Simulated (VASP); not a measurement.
# Si2As (Fm-3m) in VASP: further runs

The runs below take Si2As through single point, relaxation of cell and atoms, with PBE.

Program: VASP 6.6.1. These are calculated values, not measurements. Logs are shortened: lines on timing, memory, paths and dates and some standing lists are left out, and cuts for length are marked.

## (1) The cell of the first run

It takes space group Fm-3m (No. 225, cubic). Conventional cell: a = 6.184 Å, b = 6.184 Å, c = 6.184 Å, α = 90.00°, β = 90.00°, γ = 90.00°. Within 3.5 Å of Si (site symmetry -43m) lie 4 As at 2.68 Å and 6 Si at 3.09 Å. Within 3.5 Å of As (site symmetry m-3m) lie 8 Si at 2.68 Å.

## (2) Single point, PBE

File INCAR:

```
SYSTEM = Si2As
PREC = Accurate ; ENCUT = 520
EDIFF = 1E-6 ; ISMEAR = 0
SIGMA = 0.1 ; LREAL = .FALSE.
LASPH = .TRUE. ; NELM = 80
ALGO = Normal ; ISIF = 2
LWAVE = .FALSE. ; LCHARG = .TRUE.
GGA = PE ; LELF = .TRUE.
LVHAR = .TRUE. ; NBANDS = 14
```

File KPOINTS:

```
regular mesh
0
G
  14 14 14
  0 0 0
```

File POSCAR:

```
Si2As
1.0
    0.0000000000      3.0918317382      3.0918317382
    3.0918317382      0.0000000000      3.0918317382
    3.0918317382      3.0918317382      0.0000000000
Si As
2 1
Direct
    0.2500000000      0.2500000000      0.2500000000
    0.7500000000      0.7500000000      0.7500000000
    0.0000000000      0.0000000000      0.0000000000
```

Potentials or basis: VASP PAW PBE potentials, release 64 (Si, As).

Started as:

```bash
$ cat potpaw_PBE.64/Si/POTCAR potpaw_PBE.64/As/POTCAR > POTCAR
$ mpirun -np 1 vasp_std > vasp.out
```

OUTCAR:

```text
SYSTEM = Si2As
   PREC = Accurate
   ENCUT = 520
   EDIFF = 1E-6
   ISMEAR = 0
   LREAL = .FALSE.
   LASPH = .TRUE.
   NELM = 80
   ISIF = 2
   GGA = PE

 ion  position               nearest neighbor table
   1  0.250  0.250  0.250-   3 2.68   3 2.68   3 2.68   3 2.68   2 3.09   2 3.09   2 3.09   2 3.09
                             2 3.09   2 3.09
   2  0.750  0.750  0.750-   3 2.68   3 2.68   3 2.68   3 2.68   1 3.09   1 3.09   1 3.09   1 3.09
                             1 3.09   1 3.09
   3  0.000  0.000  0.000-   2 2.68   2 2.68   2 2.68   1 2.68   2 2.68   1 2.68   1 2.68   1 2.68

  LATTYP: Found a face centered cubic cell.
 ALAT       =     6.1836634764

  Lattice vectors:

 A1 = (   0.0000000000,   3.0918317382,   3.0918317382)
 A2 = (   3.0918317382,   0.0000000000,   3.0918317382)
 A3 = (   3.0918317382,   3.0918317382,   0.0000000000)

Analysis of symmetry for initial positions (statically):
=====================================================================
 Subroutine PRICEL returns:
 Original cell was already a primitive cell.

 Routine SETGRP: Setting up the symmetry group for a
 face centered cubic supercell.

 Subroutine GETGRP returns: Found 48 space group operations
 (whereof 48 operations were pure point group operations)
 out of a pool of 48 trial point group operations.

The static configuration has the point symmetry O_h .

Analysis of symmetry for dynamics (positions and initial velocities):
=====================================================================
 Subroutine PRICEL returns:
 Original cell was already a primitive cell.

 Routine SETGRP: Setting up the symmetry group for a
 face centered cubic supercell.

 Subroutine GETGRP returns: Found 48 space group operations
 (whereof 48 operations were pure point group operations)
 out of a pool of 48 trial point group operations.

The dynamic configuration has the point symmetry O_h .

 Subroutine INISYM returns: Found 48 space group operations
 (whereof 48 operations are pure point group operations),
 and found     1 'primitive' translations

----------------------------------------------------------------------------------------

                                     Primitive cell

  volume of cell :      59.1123

  direct lattice vectors                    reciprocal lattice vectors
     0.000000000  3.091831738  3.091831738    -0.161716433  0.161716433  0.161716433
     3.091831738  0.000000000  3.091831738     0.161716433 -0.161716433  0.161716433
     3.091831738  3.091831738  0.000000000     0.161716433  0.161716433 -0.161716433

  length of vectors
     4.372510377  4.372510377  4.372510377     0.280101078  0.280101078  0.280101078

  position of ions in fractional coordinates (direct lattice)
     0.250000000  0.250000000  0.250000000
     0.750000000  0.750000000  0.750000000
     0.000000000  0.000000000  0.000000000

  ion indices of the primitive-cell ions
   primitive index   ion index
                 1           1
                 2           2
                 3           3

----------------------------------------------------------------------------------------

 KPOINTS: regular mesh

Automatic generation of k-mesh.
 Grid dimensions read from file:
 generate k-points for:   14   14   14

 Generating k-lattice:

  Cartesian coordinates                     Fractional coordinates (reciprocal lattice)
    -0.011551174  0.011551174  0.011551174     0.071428571  0.000000000  0.000000000
     0.011551174 -0.011551174  0.011551174     0.000000000  0.071428571  0.000000000
     0.011551174  0.011551174 -0.011551174     0.000000000  0.000000000  0.071428571

  Length of vectors
     0.020007220  0.020007220  0.020007220

  Shift w.r.t. Gamma in fractional coordinates (k-lattice)
     0.000000000  0.000000000  0.000000000

 Subroutine IBZKPT returns following result:
 ===========================================

 Found    104 irreducible k-points:

 Following reciprocal coordinates:
            Coordinates               Weight
  0.000000  0.000000  0.000000      1.000000
  0.071429  0.000000  0.000000      8.000000
  0.142857  0.000000  0.000000      8.000000
  0.214286  0.000000  0.000000      8.000000
  0.285714  0.000000  0.000000      8.000000
  0.357143  0.000000  0.000000      8.000000
[... 16 lines left out ...]
  0.214286  0.142857  0.000000     24.000000
  0.285714  0.142857  0.000000     24.000000
 [... further k-points ...]
   k-points           NKPTS =    104   k-points in BZ     NKDIM =    104   number of bands    NBANDS=     14
   number of dos      NEDOS =    301   number of ions     NIONS =      3
   total plane-waves  NPLWV =  46656
   dimension x,y,z NGX =    36 NGY =   36 NGZ =   36
   dimension x,y,z NGXF=    72 NGYF=   72 NGZF=   72
   ions per type =               2   1
   NGX,Y,Z   is equivalent  to a cutoff of  13.69, 13.69, 13.69 a.u.
   NGXF,Y,Z  is equivalent  to a cutoff of  27.37, 27.37, 27.37 a.u.
 SYSTEM =  Si2As
   PREC   = accura    normal or accurate (medium, high low for compatibility)
   ISTART =      0    job   : 0-new  1-cont  2-samecut
   ICHARG =      2    charge: 1-file 2-atom 10-const
   ISPIN  =      1    spin polarized calculation?
   LNONCOLLINEAR =      F non collinear calculations
   LSORBIT =      F    spin-orbit coupling
   LASPH  =      T    aspherical Exc in radial PAW
   ENCUT  =  520.0 eV  38.22 Ry    6.18 a.u.   8.13  8.13  8.13*2*pi/ulx,y,z
   NELM   =     80;   NELMIN=  2; NELMDL= -5     # of ELM steps
   EDIFF  = 0.1E-05   stopping-criterion for ELM
   LREAL  =      F    real-space projection
   EDIFFG = 0.1E-04   stopping-criterion for IOM
   NSW    =      0    number of steps for IOM
   IBRION =     -1    ionic relax: 0-MD 1-quasi-New 2-CG
   NFREE  =      0    steps in history (QN), initial steepest desc. (CG)
   ISIF   =      2    stress and relaxation
   ISYM   =      2    0-nonsym 1-usesym 2-fastsym
   POTIM  = 0.5000    time-step for ionic-motion
   TEBEG  =    0.0;   TEEND  =   0.0 temperature during run
   PSTRESS=    0.0 pullay stress
   NELECT =      13.0000    total number of electrons
   NUPDOWN=      -1.0000    fix difference up-down
   EMIN   =  10.00;   EMAX   =-10.00  energy-range for DOS
   EFERMI =   0.00;   METHOD = LEGACY
   ISMEAR =     0;   SIGMA  =   0.10  broadening in eV -4-tet -1-fermi 0-gaus
   EFERMI_NEDOS =   21; number of points for ismear=-14 and -15
   IALGO  =     38    algorithm
   IMIX   =      4    mixing-type and parameters
     AMIX     =   0.40;   BMIX     =  1.00
     AMIX_MAG =   1.60;   BMIX_MAG =  1.00
  volume/ion in A,a.u.               =      19.70       132.97
  Fermi-wavevector in a.u.,A,eV,Ry     =   0.988166  1.867364 13.285720  0.976473
  Thomas-Fermi vector in A             =   2.119673
   LORBIT       =      0    0 simple, 1 ext, 2 COOP (PROOUT), +10 PAW based schemes
   GGA     = PE    functional components
   LHFCALC =     F    Hartree Fock is set to
   AEXX    =    0.0000 exact exchange contribution
   IVDW    =     0    specifies the selected vdW correction
   LEPSILON=     F    determine dielectric tensor
   LRPA    =     F    only Hartree local field effects (RPA)
 non-spin polarized calculation
 Gauss-broadening in eV      SIGMA  =   0.10
  energy-cutoff  :      520.00
  volume of cell :       59.11
 maximum number of plane-waves:      1639
 NGX is ok and might be reduce to    36
   NGX = 17   NGY = 17   NGZ = 17

 number of electron      13.0000000 magnetization

 Free energy of the ion-electron system (eV)
  ---------------------------------------------------
  ext. energy  EPLUGINS =         0.00000000
  ---------------------------------------------------
  free energy    TOTEN  =       -13.39597985 eV

  energy without entropy =      -13.38558509  energy(sigma->0) =      -13.39078247

 E-fermi :   6.5903     XC(G=0):  -9.9666

 val. band max:        6.5899213999   @ k =   0.4286   0.1429   0.0000
 cond. band min:       6.6022327626   @ k =   0.2857   0.1429   0.0000
 fundamental gap:      0.0123113628
 Fermi energy:         6.5903101574

 k-point     1 :       0.0000    0.0000    0.0000
  band No.  band energies     occupation
      1      -7.5684      2.00000
      2       2.3451      2.00000
      3       3.1978      2.00000
      4       3.7368      2.00000
      5       3.7368      2.00000
      6       3.7368      2.00000
      7       4.8307      2.00000
      8       4.8307      2.00000
      9       4.8307      2.00000
     10       9.9613      0.00000
     11       9.9613      0.00000
     12       9.9613      0.00000
     13      10.9491      0.00000
     14      10.9491      0.00000

 k-point     2 :       0.0714    0.0000    0.0000
  band No.  band energies     occupation
      1      -7.5210      2.00000
      2       1.8541      2.00000
      3       2.8114      2.00000
      4       3.5873      2.00000
      5       3.5873      2.00000
      6       3.9657      2.00000
      7       5.0079      2.00000
      8       5.0079      2.00000
      9       5.6130      2.00000
     10       9.5826      0.00000
     11       9.5826      0.00000
     12       9.8881      0.00000
     13      11.5072      0.00000
     14      11.5072      0.00000

 k-point     3 :       0.1429    0.0000    0.0000
  band No.  band energies     occupation
      1      -7.3810      2.00000
      2       0.8594      2.00000
      3       2.2743      2.00000
      4       3.3028      2.00000
      5       3.3028      2.00000
      6       4.5744      2.00000
      7       5.3455      2.00000
      8       5.3455      2.00000
      9       6.8890      0.00002
     10       9.1504      0.00000
     11       9.1504      0.00000
     12       9.7751      0.00000
     13      12.5037      0.00000
     14      12.5037      0.00000
[... 324 lines left out ...]
 k-point    23 :       0.2143    0.1429    0.0000
  band No.  band energies     occupation
      1      -7.1495      2.00000
      2       0.2128      2.00000
      3       1.4321      2.00000
      4       2.3998      2.00000
      5       2.9010      2.00000
      6       5.1452      2.00000
      7       6.4623      1.92973
      8       6.5615      1.31596
      9       7.3103      0.00000
     10       7.8747      0.00000
     11      10.3668      0.00000
     12      10.6575      0.00000
     13      11.9560      0.00000
     14      13.8799      0.00000

 k-point    24 :       0.2857    0.1429    0.0000
  band No.  band energies     occupation
      1      -6.9015      2.00000
      2      -0.6096      2.00000
      3       0.8432      2.00000
      4       2.1933      2.00000
      5       3.2751      2.00000
      6       5.0260      2.00000
      7       6.6022      0.86610
      8       6.7683      0.01183
      9       7.6787      0.00000
     10       8.9213      0.00000
     11      10.3539      0.00000
     12      10.9095      0.00000
     13      13.0597      0.00000
     14      14.7691      0.00000

 [... further k-points ...]
[... 5 lines left out ...]
  --------------------------------------------------------------------------------------
  -------------------------------------------------------------------------------------
  Total        0.0469312      0.0469312      0.0469312      0.0000000      0.0000000      0.0000000
  in kB        1.2720211      1.2720211      1.2720211      0.0000000      0.0000000      0.0000000
  external PRESSURE =       1.2720211 kB  Pullay stress =       0.0000000 kB

 VOLUME and BASIS-vectors are now :
 -----------------------------------------------------------------------------
  energy-cutoff  :      520.00
  volume of cell :       59.11
      direct lattice vectors                 reciprocal lattice vectors
     0.000000000  3.091831738  3.091831738    -0.161716433  0.161716433  0.161716433
     3.091831738  0.000000000  3.091831738     0.161716433 -0.161716433  0.161716433
     3.091831738  3.091831738  0.000000000     0.161716433  0.161716433 -0.161716433

 POSITION                                       TOTAL-FORCE (eV/Angst)
 -----------------------------------------------------------------------------------
      1.54592      1.54592      1.54592        -0.000000     -0.000000     -0.000000
      4.63775      4.63775      4.63775         0.000000      0.000000      0.000000
      0.00000      0.00000      0.00000         0.000000      0.000000      0.000000
 -----------------------------------------------------------------------------------
    total drift:                                0.000000      0.000000      0.000000

  FREE ENERGIE OF THE ION-ELECTRON SYSTEM (eV)
  ---------------------------------------------------
  free  energy   TOTEN  =       -13.3959798521 eV

  energy  without entropy=      -13.3855850928  energy(sigma->0) =      -13.39078247
```

Run time: 45 s. Hardware: 1 thread of Intel Xeon Platinum 8488C (Sapphire Rapids), shared host; peak memory 0.25 GiB.

What came out:

```yaml
Free_energy: -13.3960 eV
Pressure: 0.1 GPa
Band_gap_on_the_k_mesh: zero (an odd number of electrons rules out a gap without spin polarisation)
```

Levels at points of the mesh, in eV from the Fermi level:
```csv
k point,band 4,band 5,band 6,band 7,band 8,band 9
"(0.00, 0.00, 0.00)",-2.85,-2.85,-2.85,-1.76,-1.76,-1.76
"(0.50, 0.00, 0.00)",-4.08,-4.08,-1.00,-1.00,0.06,3.75
"(0.50, 0.50, 0.00)",-5.55,-5.55,-2.38,3.68,3.84,3.84
```

Caveat: an odd number of electrons without spin polarisation forces a metal; a magnetic or distorted state may lie lower.

[end of part 1 of 2]
